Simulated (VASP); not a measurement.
# Mg8HO8 (a cell with a defect) in VASP: further runs

Mg8HO8 (a cell with a defect) is run at these levels: PBE; tasks: single point.

All numbers are computed with VASP 6.6.1; they aren't measurements. Logs are shortened: lines on timing, memory, paths and dates and some standing lists are left out, and cuts for length are marked.

### 1 The cell of the first run

The cell holds a defect, 17 atoms: a = 5.511 Å, b = 5.511 Å, c = 5.511 Å, α = 60.00°, β = 60.00°, γ = 60.00°.

### 2 Single point, PBE

INCAR

```
SYSTEM = Mg8HO8
PREC     = Accurate       ! precision mode
ENCUT    = 520            ! plane-wave cutoff, eV
EDIFF    = 1E-6           ! SCF threshold, eV
ISMEAR   = 0              ! smearing method
SIGMA    = 0.02           ! smearing width, eV
LREAL    = Auto         
LASPH    = .TRUE.         ! aspherical terms in the spheres
NELM     = 60             ! most SCF steps
ALGO     = Normal         ! electronic algorithm
ISIF     = 2              ! what is computed and relaxed
LWAVE    = .FALSE.        ! write WAVECAR
LCHARG   = .TRUE.         ! write CHGCAR
GGA      = PE             ! functional
LELF     = .TRUE.         ! ELF
LVHAR    = .TRUE.       
NBANDS   = 46             ! bands
NELECT   = 64.0
```

KPOINTS

```
Automatic mesh
0
G
  3 3 3
  0 0 0
```

POSCAR

```
Mg8HO8
1.0
    0.0000000000      3.8970000000      3.8970000000
    3.8970000000      0.0000000000      3.8970000000
    3.8970000000      3.8970000000      0.0000000000
Mg O H
8 8 1
Direct
   -0.0013398768     -0.0005251475      0.0035577367
   -0.0012129843     -0.0003941493      0.5075842956
    0.0211803952      0.4837192712      0.0125860919
   -0.0012299205      0.4952604568      0.5075801899
    0.4828874775      0.0220306646      0.0125859636
    0.4944328971     -0.0004064665      0.5075817295
    0.4829612522      0.4837690531      0.0125524763
    0.4986759045      0.4994878111      0.5035311778
    0.2433006159      0.2441333077      0.2697145240
    0.2487610983      0.2495835258      0.7556061073
    0.2509724147      0.7491292020      0.2519967924
    0.2487720041      0.7472362073      0.7556003336
    0.7483131896      0.2517689248      0.2520075699
    0.7464269951      0.2495876315      0.7555981524
    0.7482804722      0.7491077752      0.2519648448
    0.7435980241      0.7444243007      0.7687786759
    0.6705456762      0.6714799846     -0.0119516295
```

Potentials or basis: VASP PAW PBE potentials, release 64 (Mg, O, H).

Command:

```sh
> cat potpaw_PBE.64/Mg/POTCAR potpaw_PBE.64/O/POTCAR potpaw_PBE.64/H/POTCAR > POTCAR
> mpirun -np 1 vasp_std > vasp.out
```

OUTCAR:

```text
SYSTEM = Mg8HO8
   PREC = Accurate
   ENCUT = 520
   EDIFF = 1E-6
   ISMEAR = 0
   LREAL = Auto
   LASPH = .TRUE.
   NELM = 60
   ISIF = 2
   GGA = PE
   NELECT = 64.0

 ion  position               nearest neighbor table
   1  0.999  0.999  0.004-  14 1.95  12 1.95  10 1.95  13 1.95  15 1.95  11 1.95   2 2.73   6 2.73
                             4 2.73   3 2.76   5 2.76   7 2.76   7 2.76   3 2.76   5 2.76   4 2.78
   2  0.999  1.000  0.508-   9 1.91  14 1.94  12 1.94  13 1.97  11 1.97  16 1.99   5 2.70   3 2.70
                             6 2.73   4 2.73   1 2.73   8 2.76   8 2.76   1 2.78   4 2.78   6 2.78
   3  0.021  0.484  0.013-  17 1.72   9 1.87  12 1.92  10 1.92  15 1.97  13 1.97  16 2.03   5 2.54
                             7 2.55   2 2.70   4 2.70   8 2.72   1 2.76   1 2.76   8 2.80   4 2.82
   4  0.999  0.495  0.508-   9 1.91  14 1.94  10 1.94  11 1.97  15 1.97  16 1.99   3 2.70   7 2.70
                             2 2.73   6 2.73   1 2.73   8 2.76   8 2.76   1 2.78   6 2.78   2 2.78
   5  0.483  0.022  0.013-  17 1.72   9 1.87  14 1.92  10 1.92  15 1.97  11 1.97  16 2.03   3 2.54
                             7 2.54   2 2.70   6 2.70   8 2.72   1 2.76   1 2.76   8 2.80   6 2.82
   6  0.494  1.000  0.508-   9 1.91  10 1.94  12 1.94  13 1.97  15 1.97  16 1.99   5 2.70   7 2.70
                             2 2.73   4 2.73   1 2.73   8 2.76   8 2.76   1 2.78   4 2.78   2 2.78
   7  0.483  0.484  0.013-  17 1.72   9 1.87  14 1.92  12 1.92  11 1.97  13 1.97  16 2.03   5 2.54
                             3 2.55   6 2.70   4 2.70   8 2.72   1 2.76   1 2.76   8 2.80   4 2.81
   8  0.499  0.499  0.504-  15 1.95  11 1.95  13 1.95  12 1.95  14 1.95  10 1.95   5 2.72   3 2.72
                             7 2.72   6 2.76   4 2.76   2 2.76   2 2.76   4 2.76   6 2.76   7 2.80
   9  0.243  0.244  0.270-   5 1.87   3 1.87   7 1.87   4 1.91   6 1.91   2 1.91
  10  0.249  0.250  0.756-   5 1.92   3 1.92   6 1.94   4 1.94   8 1.95   1 1.95
  11  0.251  0.749  0.252-   8 1.95   1 1.95   7 1.97   5 1.97   2 1.97   4 1.97
  12  0.249  0.747  0.756-   3 1.92   7 1.92   2 1.94   6 1.94   8 1.95   1 1.95
  13  0.748  0.252  0.252-   8 1.95   1 1.95   7 1.97   3 1.97   2 1.97   6 1.97
  14  0.746  0.250  0.756-   5 1.92   7 1.92   2 1.94   4 1.94   8 1.95   1 1.95
  15  0.748  0.749  0.252-   8 1.95   1 1.95   3 1.97   5 1.97   6 1.97   4 1.97
  16  0.744  0.744  0.769-  17 0.99   6 1.99   4 1.99   2 1.99   7 2.03   3 2.03   5 2.03
  17  0.671  0.671  0.988-  16 0.99   5 1.72   3 1.72   7 1.72

  LATTYP: Found a face centered cubic cell.
 ALAT       =     7.7940000000

  Lattice vectors:

 A1 = (   0.0000000000,   3.8970000000,   3.8970000000)
 A2 = (   3.8970000000,   0.0000000000,   3.8970000000)
 A3 = (   3.8970000000,   3.8970000000,   0.0000000000)

Analysis of symmetry for initial positions (statically):
=====================================================================
 Subroutine PRICEL returns:
 Original cell was already a primitive cell.

 Routine SETGRP: Setting up the symmetry group for a
 face centered cubic supercell.
[... 154 lines left out ...]
   EFERMI_NEDOS =   21; number of points for ismear=-14 and -15
   IALGO  =     38    algorithm
   IMIX   =      4    mixing-type and parameters
     AMIX     =   0.40;   BMIX     =  1.00
     AMIX_MAG =   1.60;   BMIX_MAG =  1.00
  volume/ion in A,a.u.               =       6.96        46.99
  Fermi-wavevector in a.u.,A,eV,Ry     =   1.333709  2.520345 24.201767  1.778780
  Thomas-Fermi vector in A             =   2.462546
   LORBIT       =      0    0 simple, 1 ext, 2 COOP (PROOUT), +10 PAW based schemes
   GGA     = PE    functional components
   LHFCALC =     F    Hartree Fock is set to
   AEXX    =    0.0000 exact exchange contribution
   IVDW    =     0    specifies the selected vdW correction
   LEPSILON=     F    determine dielectric tensor
   LRPA    =     F    only Hartree local field effects (RPA)
 non-spin polarized calculation
 Gauss-broadening in eV      SIGMA  =   0.02
  energy-cutoff  :      520.00
  volume of cell :      118.36
 maximum number of plane-waves:      3198
 NGX is ok and might be reduce to    42
   NGX = 21   NGY = 21   NGZ = 21

 number of electron      64.0000000 magnetization

 Free energy of the ion-electron system (eV)
  ---------------------------------------------------
  ext. energy  EPLUGINS =         0.00000000
  ---------------------------------------------------
  free energy    TOTEN  =       -97.35399894 eV

  energy without entropy =      -97.35399894  energy(sigma->0) =      -97.35399894

 E-fermi :   5.4866     XC(G=0): -12.2244

 val. band max:        5.3076735910   @ k =   0.0000   0.0000   0.0000
 cond. band min:      11.0791374440   @ k =   0.0000   0.0000   0.0000
 fundamental gap:      5.7714638530
 Fermi energy:         5.4866150208

 k-point     1 :       0.0000    0.0000    0.0000
  band No.  band energies     occupation
      1     -15.6132      2.00000
      2     -12.7488      2.00000
      3     -11.2986      2.00000
      4     -11.1695      2.00000
      5     -11.1478      2.00000
      6     -11.1472      2.00000
[... 647 lines left out ...]
     43      18.0438      0.00000
     44      18.1730      0.00000
 [bands above 44 left out]

------------------------ aborting loop because EDIFF is reached ----------------------------------------

  FORCE on cell =-STRESS in cart. coord.  units (eV):
  Direction    XX          YY          ZZ          XY          YZ          ZX
  --------------------------------------------------------------------------------------
  -------------------------------------------------------------------------------------
  Total       45.0420723     45.0376694     45.0261480     -2.2090738      2.1933221      2.2001037
  in kB      609.6881195    609.6285223    609.4725696    -29.9019559     29.6887416     29.7805372
  external PRESSURE =     609.5964038 kB  Pullay stress =       0.0000000 kB

 VOLUME and BASIS-vectors are now :
 -----------------------------------------------------------------------------
  energy-cutoff  :      520.00
  volume of cell :      118.36
      direct lattice vectors                 reciprocal lattice vectors
     0.000000000  3.897000000  3.897000000    -0.128303823  0.128303823  0.128303823
     3.897000000  0.000000000  3.897000000     0.128303823 -0.128303823  0.128303823
     3.897000000  3.897000000  0.000000000     0.128303823  0.128303823 -0.128303823

 POSITION                                       TOTAL-FORCE (eV/Angst)
 -----------------------------------------------------------------------------------
      3.90882      3.90564      7.78673        -0.009024     -0.007915      0.010351
      5.87352      5.87033      7.78774        -0.000786     -0.002499      0.012940
      1.93410      0.13159      1.96759        -0.006342      0.017476      0.002563
      3.90807      5.87025      5.82224        -0.013846      0.000129      0.001559
      0.13490      1.93086      1.96767         0.016959     -0.006335      0.002424
      5.87346      3.90485      5.82222         0.000603     -0.013209      0.001577
[... 9 lines left out ...]
      5.89695      5.89373      5.79882        -0.080669     -0.080588      0.081787
      6.46718      6.46354      5.22987         0.079677      0.081379     -0.084385
 -----------------------------------------------------------------------------------
    total drift:                               -0.007043     -0.002316      0.001055

  FREE ENERGIE OF THE ION-ELECTRON SYSTEM (eV)
  ---------------------------------------------------
  free  energy   TOTEN  =       -97.3539989385 eV

  energy  without entropy=      -97.3539989385  energy(sigma->0) =      -97.35399894
```

Run time: 1.7 min. Hardware: 1 thread of Intel Xeon 6975P-C (Granite Rapids), shared host; peak memory 0.27 GiB.

What came out:

```
Free energy   : -97.3540 eV
Largest force : 0.142 eV/Å
```

Forces on the atoms (eV/Å):
```
Mg  -0.009 -0.008  0.010
Mg  -0.001 -0.002  0.013
Mg  -0.006  0.017  0.003
Mg  -0.014  0.000  0.002
Mg   0.017 -0.006  0.002
Mg   0.001 -0.013  0.002
Mg  -0.003 -0.003 -0.020
Mg   0.005  0.006 -0.007
O    0.012  0.011 -0.012
O   -0.004 -0.004 -0.001
O   -0.001  0.003  0.003
O    0.002 -0.002  0.004
O    0.004 -0.002  0.003
O   -0.002  0.002  0.005
O    0.001  0.000 -0.004
O   -0.081 -0.081  0.082
H    0.080  0.081 -0.084
```

Caveat: the k points lie up to 0.47 Å⁻¹ apart; the cell carries a net charge on a neutralising background, which shifts energy and pressure; the cell is charged against a uniform background, so pressure and absolute levels hang on convention.

### 3 Single point, PBE

INCAR

```
  PREC = Accurate
  ENCUT = 520
  EDIFF = 1E-6
  ISMEAR = 0
  SIGMA = 0.02
  LREAL = Auto
  LASPH = True
  NELM = 80
  ALGO = Normal
  ISIF = 2
  LWAVE = False
  LCHARG = True
  GGA = PE
  LELF = True
  LVHAR = True
  NBANDS = 46
  NELECT = 64.0
```

KPOINTS

```
regular mesh
0
Gamma
  3 3 3
```

POSCAR

```
Mg8HO8
1.0
    0.0000000000      3.8970000000      3.8970000000
    3.8970000000      0.0000000000      3.8970000000
    3.8970000000      3.8970000000      0.0000000000
Mg O H
8 8 1
Direct
   -0.0058607904      0.0027163202     -0.0002831665
   -0.0053310239      0.0031326662      0.5023341032
    0.0115178342      0.5088108802     -0.0111942520
   -0.0050582499      0.4993012574      0.5019581730
    0.4947988196     -0.0007208109      0.0021028997
    0.4884331537      0.0037536567      0.5031016166
    0.4793183218      0.5082849628     -0.0147211958
    0.4773790095      0.5078999230      0.5293007442
    0.2439662561      0.2519175006      0.2493152425
    0.2433805491      0.2514529125      0.7536841160
    0.2493627149      0.7458120349      0.2522290223
    0.2366684629      0.7654498332      0.7490436233
    0.7378561714      0.2636503721      0.2491520400
    0.7431530665      0.2506955350      0.7528017706
    0.7427364639      0.7479545804      0.2534785733
    0.7435212984      0.7490699256      0.7527817552
    0.6530853220      0.4823701565      0.1854835771
```

Potentials or basis: VASP PAW PBE potentials, release 64 (Mg, O, H).

Command:

```sh
> cat potpaw_PBE.64/Mg/POTCAR potpaw_PBE.64/O/POTCAR potpaw_PBE.64/H/POTCAR > POTCAR
> mpirun -np 1 vasp_std > vasp.out
```

Wall time 1.9 min (1 thread of Intel Xeon 6975P-C (Granite Rapids), shared host); peak memory 0.27 GiB.

Results (log left out):

```yaml
Free_energy: -97.3455 eV
Largest_force: 0.249 eV/Å
```

Forces on the atoms (eV/Å):
```
Mg  -0.013 -0.009  0.000
Mg   0.012  0.017 -0.009
Mg  -0.011  0.033  0.040
Mg   0.005  0.010 -0.021
Mg   0.018 -0.003 -0.005
Mg   0.005  0.006 -0.019
Mg   0.019 -0.023 -0.038
Mg   0.005 -0.019 -0.014
O    0.013  0.013 -0.023
O    0.000 -0.001 -0.014
O    0.021 -0.018 -0.020
O    0.008 -0.009  0.009
O   -0.073  0.068 -0.062
O    0.008 -0.005 -0.016
O    0.001  0.002 -0.010
O    0.014  0.023 -0.030
H   -0.032 -0.085  0.232
```

Levels at points of the mesh, in eV from the Fermi level:
| k point | band 29 | band 30 | band 31 | band 32 | band 33 | band 34 | band 35 | band 36 |
| --- | --- | --- | --- | --- | --- | --- | --- | --- |
| (0.00, 0.00, 0.00) | -0.86 | -0.22 | -0.18 | -0.18 | 5.61 | 7.71 | 9.05 | 9.19 |

Caveat: the k points lie up to 0.47 Å⁻¹ apart; the cell carries a net charge on a neutralising background, which shifts energy and pressure; the cell is charged against a uniform background, so pressure and absolute levels hang on convention.

### 4 Single point, PBE

INCAR

```
SYSTEM = Mg8HO8
  ALGO = Normal
  EDIFF = 1E-6
  ENCUT = 520
  GGA = PE
  ISIF = 2
  ISMEAR = 0
  LASPH = .TRUE.
  LCHARG = .FALSE.
  LREAL = Auto
  LWAVE = .FALSE.
  NBANDS = 46
  NELECT = 64.0
  NELM = 80
  PREC = Accurate
  SIGMA = 0.02
```

KPOINTS

```
k-points
0
G
  3 3 3
  0 0 0
```

POSCAR

```
Mg8HO8
1.0
    0.0000000000      3.8970000000      3.8970000000
    3.8970000000      0.0000000000      3.8970000000
    3.8970000000      3.8970000000      0.0000000000
Mg O H
8 8 1
Direct
    0.0009926867      0.0015808314      0.0009013344
    0.0008700282      0.0014627919      0.5050576084
    0.0008637413      0.5057498075      0.0007723890
   -0.0214825507      0.5173101103      0.5166259944
    0.5051476777      0.0014630485      0.0007779061
    0.5167041314     -0.0208627149      0.5166109828
    0.5167167052      0.5173063895     -0.0215691558
    0.5009838337      0.5015671029      0.5008922248
    0.2559259687      0.2565366949      0.2558325635
    0.2513375674      0.2519328971      0.7485451629
    0.2513453939      0.7492057993      0.2512555812
    0.2532146523      0.7514604824      0.7507637927
    0.7486386964      0.2519314858      0.2512468566
    0.7508647678      0.2538016423      0.7507729022
    0.7508551450      0.7514602258      0.2531222735
    0.7563464203      0.7569527842      0.7562566076
    0.3289385425      0.3296247113      0.3288597639
```

Command:

```sh
> cat potpaw_PBE.64/Mg/POTCAR potpaw_PBE.64/O/POTCAR potpaw_PBE.64/H/POTCAR > POTCAR
> mpirun -np 1 vasp_std > vasp.out
```

Run time: 2.2 min. Hardware: 1 thread of Intel Xeon 6975P-C (Granite Rapids), shared host; peak memory 0.27 GiB.

It converged, with:

* Free energy: -97.3539 eV
* Largest force: 0.160 eV/Å

Forces in eV/Å, atoms in the order of the input:
```
Mg  -0.016 -0.016 -0.016
Mg   0.004  0.004 -0.024
Mg   0.004 -0.022  0.004
Mg   0.022 -0.008 -0.009
Mg  -0.023  0.004  0.004
Mg  -0.008  0.022 -0.009
Mg  -0.009 -0.008  0.022
Mg   0.003  0.003  0.003
O   -0.080 -0.082 -0.080
O   -0.002 -0.003  0.005
O   -0.002  0.006 -0.002
O    0.004 -0.003 -0.002
O    0.005 -0.004 -0.003
O   -0.002  0.004 -0.003
O   -0.003 -0.003  0.005
O    0.013  0.011  0.012
H    0.092  0.093  0.092
```

Levels at points of the mesh, in eV from the Fermi level:
```tsv
k point	band 30	band 31	band 32	band 33	band 34	band 35
(0.00, 0.00, 0.00)	-0.22	-0.17	-0.17	5.60	7.71	9.05
```

Caveat: the k points lie up to 0.47 Å⁻¹ apart; the cell carries a net charge on a neutralising background, which shifts energy and pressure; the cell is charged against a uniform background, so pressure and absolute levels hang on convention.
